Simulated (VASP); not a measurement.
# SiAg2HgSe4 (I-4) in VASP: single point with r2SCAN

Aim: the single point of SiAg2HgSe4 with r2SCAN.

Everything below comes from runs of VASP 6.6.1. Logs are shortened: lines on timing, memory, paths and dates and some standing lists are left out, and cuts for length are marked.

## (1) The cell of the first run

It takes space group I-4 (No. 82, tetragonal). The conventional cell has a = 6.034 Å, b = 6.034 Å, c = 11.390 Å, α = 90.00°, β = 90.00°, γ = 90.00°. Within 3.6 Å of Ag (site symmetry -4) lie 4 Se at 2.69 Å. Ag (site symmetry -4) has 4 Se at 2.63 Å within 3.5 Å. Hg (site symmetry -4) has 4 Se at 2.68 Å within 3.5 Å. Si (site symmetry -4) has 4 Se at 2.29 Å within 3.0 Å. Within 3.0 Å of Se (site symmetry 1) lie 1 Si at 2.29 Å and 2 Ag at 2.63 to 2.69 Å and 1 Hg at 2.68 Å.

## (2) Single point, r2SCAN

File POSCAR:

```
SiAg2HgSe4
1.0
   -3.0168599295      3.0168599295      5.6952395352
    3.0168599295     -3.0168599295      5.6952395352
    3.0168599295      3.0168599295     -5.6952395352
Ag Hg Si Se
2 1 1 4
Direct
    0.0000000000      0.0000000000      0.0000000000
    0.7500000000      0.2500000000      0.5000000000
    0.2500000000      0.7500000000      0.5000000000
    0.5000000000      0.5000000000      0.0000000000
    0.1616127497      0.6066484088      0.9937243983
    0.3933515912      0.3870759896      0.5549643409
    0.6129240104      0.1678883513      0.0062756017
    0.8321116487      0.8383872503      0.4450356591
```

File INCAR.step1:

```
ALGO     = Normal         # electronic algorithm
EDIFF    = 1E-4           # SCF threshold, eV
ENCUT    = 520            # plane-wave cutoff, eV
GGA      = PE             # functional
ISMEAR   = 0              # smearing method
LASPH    = True           # aspherical terms in the spheres
LCHARG   = False          # write CHGCAR
LREAL    = False          # projectors in reciprocal space
LWAVE    = True           # write WAVECAR
NBANDS   = 41             # bands
NELM     = 100            # most SCF steps
PREC     = Accurate       # precision mode
SIGMA    = 0.01           # smearing width, eV
```

File INCAR.step2:

```
ALGO     = Normal         # electronic algorithm
EDIFF    = 1E-7           # SCF threshold, eV
ENCUT    = 520            # plane-wave cutoff, eV
ISIF     = 2              # what is computed and relaxed
ISMEAR   = 0              # smearing method
ISTART   = 1            
LASPH    = True           # aspherical terms in the spheres
LCHARG   = True           # write CHGCAR
LELF     = True           # ELF
LMIXTAU  = True         
LREAL    = False          # projectors in reciprocal space
LVHAR    = True         
LWAVE    = False          # write WAVECAR
METAGGA  = R2SCAN         # meta-GGA
NBANDS   = 41             # bands
NELM     = 100            # most SCF steps
PREC     = Accurate       # precision mode
SIGMA    = 0.01           # smearing width, eV
```

File KPOINTS:

```
k-points
0
Gamma
  6 6 6
```

Potentials or basis: VASP PAW PBE potentials, release 64 (Ag, Hg, Si, Se).

The run is started by

```console
cat potpaw_PBE.64/Ag/POTCAR potpaw_PBE.64/Hg/POTCAR potpaw_PBE.64/Si/POTCAR potpaw_PBE.64/Se/POTCAR > POTCAR
cp INCAR.step1 INCAR
mpirun -np 1 vasp_std > vasp.out
cp INCAR.step2 INCAR
mpirun -np 1 vasp_std > vasp.out
```

OUTCAR:

```text
EDIFF = 1E-7
   ENCUT = 520
   ISIF = 2
   ISMEAR = 0
   ISTART = 1
   LASPH = True
   LREAL = False
   METAGGA = R2SCAN
   NELM = 100
   PREC = Accurate

 ion  position               nearest neighbor table
   1  0.000  0.000  0.000-   5 2.69   6 2.69   8 2.69   7 2.69
   2  0.750  0.250  0.500-   7 2.63   5 2.63   8 2.63   6 2.63
   3  0.250  0.750  0.500-   6 2.68   8 2.68   7 2.68   5 2.68
   4  0.500  0.500  0.000-   5 2.29   6 2.29   8 2.29   7 2.29
   5  0.162  0.607  0.994-   4 2.29   2 2.63   3 2.68   1 2.69
   6  0.393  0.387  0.555-   4 2.29   2 2.63   3 2.68   1 2.69
   7  0.613  0.168  0.006-   4 2.29   2 2.63   3 2.68   1 2.69
   8  0.832  0.838  0.445-   4 2.29   2 2.63   3 2.68   1 2.69

  LATTYP: Found a body centered tetragonal cell.
 ALAT       =     6.0337198590
 C/A-ratio  =     1.8878037656

  Lattice vectors:

 A1 = (  -3.0168599295,   3.0168599295,   5.6952395352)
 A2 = (   3.0168599295,  -3.0168599295,   5.6952395352)
 A3 = (   3.0168599295,   3.0168599295,  -5.6952395352)

Analysis of symmetry for initial positions (statically):
=====================================================================
 Subroutine PRICEL returns:
 Original cell was already a primitive cell.

 Routine SETGRP: Setting up the symmetry group for a
 body centered tetragonal supercell.

 Subroutine GETGRP returns: Found  4 space group operations
 (whereof  4 operations were pure point group operations)
 out of a pool of 16 trial point group operations.

The static configuration has the point symmetry S_4 .

Analysis of symmetry for dynamics (positions and initial velocities):
=====================================================================
 Subroutine PRICEL returns:
 Original cell was already a primitive cell.

 Routine SETGRP: Setting up the symmetry group for a
 body centered tetragonal supercell.

 Subroutine GETGRP returns: Found  4 space group operations
 (whereof  4 operations were pure point group operations)
 out of a pool of 16 trial point group operations.

The dynamic configuration has the point symmetry S_4 .

 Subroutine INISYM returns: Found  4 space group operations
 (whereof  4 operations are pure point group operations),
[... 103 lines left out ...]
   LNONCOLLINEAR =      F non collinear calculations
   LSORBIT =      F    spin-orbit coupling
   LASPH  =      T    aspherical Exc in radial PAW
   ENCUT  =  520.0 eV  38.22 Ry    6.18 a.u.  13.23 13.23 13.23*2*pi/ulx,y,z
   NELM   =    100;   NELMIN=  2; NELMDL=  0     # of ELM steps
   EDIFF  = 0.1E-06   stopping-criterion for ELM
   LREAL  =      F    real-space projection
   EDIFFG = 0.1E-05   stopping-criterion for IOM
   NSW    =      0    number of steps for IOM
   IBRION =     -1    ionic relax: 0-MD 1-quasi-New 2-CG
   NFREE  =      0    steps in history (QN), initial steepest desc. (CG)
   ISIF   =      2    stress and relaxation
   ISYM   =      2    0-nonsym 1-usesym 2-fastsym
   POTIM  = 0.5000    time-step for ionic-motion
   TEBEG  =    0.0;   TEEND  =   0.0 temperature during run
   PSTRESS=    0.0 pullay stress
   NELECT =      62.0000    total number of electrons
   NUPDOWN=      -1.0000    fix difference up-down
   EMIN   =  10.00;   EMAX   =-10.00  energy-range for DOS
   EFERMI =   0.00;   METHOD = LEGACY
   ISMEAR =     0;   SIGMA  =   0.01  broadening in eV -4-tet -1-fermi 0-gaus
   EFERMI_NEDOS =   21; number of points for ismear=-14 and -15
   IALGO  =     38    algorithm
   IMIX   =      4    mixing-type and parameters
     AMIX     =   0.40;   BMIX     =  1.00
     AMIX_MAG =   1.60;   BMIX_MAG =  1.00
  volume/ion in A,a.u.               =      25.92       174.90
  Fermi-wavevector in a.u.,A,eV,Ry     =   1.094741  2.068760 16.306003  1.198457
  Thomas-Fermi vector in A             =   2.231051
   LORBIT       =      0    0 simple, 1 ext, 2 COOP (PROOUT), +10 PAW based schemes
   METAGGA = R2SCAN    functional components
   LHFCALC =     F    Hartree Fock is set to
   AEXX    =    0.0000 exact exchange contribution
   IVDW    =     0    specifies the selected vdW correction
   LEPSILON=     F    determine dielectric tensor
   LRPA    =     F    only Hartree local field effects (RPA)
 non-spin polarized calculation
 Gauss-broadening in eV      SIGMA  =   0.01
  energy-cutoff  :      520.00
  volume of cell :      207.34
 maximum number of plane-waves:      5605
 NGX is ok and might be reduce to    54
   NGX = 27   NGY = 27   NGZ = 27

 number of electron      61.9999995 magnetization

 Free energy of the ion-electron system (eV)
  ---------------------------------------------------
  ext. energy  EPLUGINS =         0.00000000
  ---------------------------------------------------
  free energy    TOTEN  =      -160.63933277 eV

  energy without entropy =     -160.63933277  energy(sigma->0) =     -160.63933277

 E-fermi :   2.5368     XC(G=0):  -9.6536

 val. band max:        2.4855730442   @ k =  -0.1667   0.3333   0.1667
 cond. band min:       3.2195542941   @ k =   0.0000   0.0000   0.0000
 fundamental gap:      0.7339812499
 Fermi energy:         2.5367920862

 k-point     1 :       0.0000    0.0000    0.0000
  band No.  band energies     occupation
      1     -11.9094      2.00000
      2     -10.5909      2.00000
      3     -10.5909      2.00000
      4     -10.5357      2.00000
      5      -5.4130      2.00000
      6      -4.2448      2.00000
[... 1045 lines left out ...]
     40       8.5969      0.00000
     41       8.8984      0.00000

 [... further k-points ...]
[... 5 lines left out ...]
  --------------------------------------------------------------------------------------
  -------------------------------------------------------------------------------------
  Total        0.0139254      0.0139254      0.0264485     -0.0000003      0.0000000     -0.0000000
  in kB        0.1076056      0.1076056      0.2043759     -0.0000021      0.0000000     -0.0000000
  external PRESSURE =       0.1398624 kB  Pullay stress =       0.0000000 kB

 VOLUME and BASIS-vectors are now :
 -----------------------------------------------------------------------------
  energy-cutoff  :      520.00
  volume of cell :      207.34
      direct lattice vectors                 reciprocal lattice vectors
    -3.016859929  3.016859929  5.695239535     0.000000000  0.165735239  0.087792620
     3.016859929 -3.016859929  5.695239535     0.165735239  0.000000000  0.087792620
     3.016859929  3.016859929 -5.695239535     0.165735239  0.165735239  0.000000000

 POSITION                                       TOTAL-FORCE (eV/Angst)
 -----------------------------------------------------------------------------------
      0.00000      0.00000      0.00000        -0.000000      0.000000     -0.000000
      0.00000      3.01686      2.84762        -0.000000      0.000000     -0.000000
      3.01686      0.00000      2.84762        -0.000000     -0.000000     -0.000000
      0.00000      0.00000      5.69524        -0.000000     -0.000000      0.000000
      4.34054      1.65532     -1.28407        -0.019254     -0.018754      0.014181
      1.65532      1.69318      1.28407        -0.018754      0.019254     -0.014181
     -1.32368      1.36154      4.41117         0.019254      0.018754      0.014181
      1.36154      1.32368      6.97931         0.018754     -0.019254     -0.014181
 -----------------------------------------------------------------------------------
    total drift:                               -0.000018     -0.000018     -0.000013

  FREE ENERGIE OF THE ION-ELECTRON SYSTEM (eV)
  ---------------------------------------------------
  free  energy   TOTEN  =      -160.6393327678 eV

  energy  without entropy=     -160.6393327678  energy(sigma->0) =     -160.63933277
```

OSZICAR.step1:

```text
N       E                     dE             d eps       ncg     rms          rms(c)
DAV:   1     0.381575207970E+03    0.38158E+03   -0.27506E+04  2968   0.133E+03
DAV:   2    -0.293409584312E+01   -0.38451E+03   -0.36469E+03  3288   0.281E+02
DAV:   3    -0.278371088861E+02   -0.24903E+02   -0.24613E+02  3659   0.696E+01
DAV:   4    -0.282098937120E+02   -0.37278E+00   -0.37209E+00  3376   0.882E+00
DAV:   5    -0.282154951218E+02   -0.56014E-02   -0.55994E-02  3616   0.107E+00    0.116E+01
DAV:   6    -0.271288704588E+02    0.10866E+01   -0.23220E+00  3374   0.166E+01    0.905E+00
DAV:   7    -0.271339261173E+02   -0.50557E-02   -0.16146E+00  3467   0.531E+00    0.453E+00
DAV:   8    -0.271210763723E+02    0.12850E-01   -0.12894E-01  3295   0.287E+00    0.924E-01
DAV:   9    -0.271211008158E+02   -0.24444E-04   -0.96655E-03  3506   0.703E-01    0.310E-01
DAV:  10    -0.271215170779E+02   -0.41626E-03   -0.17438E-03  3228   0.252E-01    0.108E-01
DAV:  11    -0.271216702199E+02   -0.15314E-03   -0.25398E-04  2742   0.127E-01    0.524E-02
DAV:  12    -0.271217133286E+02   -0.43109E-04   -0.64887E-05  1910   0.380E-02
   1 F= -.27121713E+02 E0= -.27121713E+02  d E =-.109074E-39
```

Wall time 71 min (1 thread of Intel Xeon 8259CL, shared host); peak memory 0.65 GiB.

Results:

| Quantity | Value |
| --- | --- |
| Free energy | -160.6393 eV |
| Pressure | 0.0 GPa |
| Largest force | 0.030 eV/Å |
| Band gap on the k mesh | 0.73 eV (least direct gap 0.80 eV) |

Forces in eV/Å, atoms in the order of the input:
```
Ag   0.000  0.000  0.000
Ag   0.000  0.000  0.000
Hg   0.000  0.000  0.000
Si   0.000  0.000  0.000
Se  -0.019 -0.019  0.014
Se  -0.019  0.019 -0.014
Se   0.019  0.019  0.014
Se   0.019 -0.019 -0.014
```

Levels at points of the mesh, in eV from the valence-band top:
| k point | band 29 | band 30 | band 31 | band 32 | band 33 | band 34 |
| --- | --- | --- | --- | --- | --- | --- |
| (0.00, 0.00, 0.00) | -0.11 | -0.07 | -0.07 | 0.73 | 3.03 | 3.19 |
| (0.50, 0.00, 0.00) | -0.99 | -0.81 | -0.10 | 2.25 | 3.56 | 3.91 |
| (0.50, 0.50, 0.00) | -0.70 | -0.20 | -0.12 | 1.75 | 2.23 | 2.93 |
| (0.50, 0.50, 0.50) | -1.17 | -0.77 | -0.77 | 2.44 | 3.03 | 3.37 |

Caveat: the PAW data sets were made with another functional, which shifts forces and pressure a little; spin-orbit coupling is left out, which moves the levels of the heavy elements.
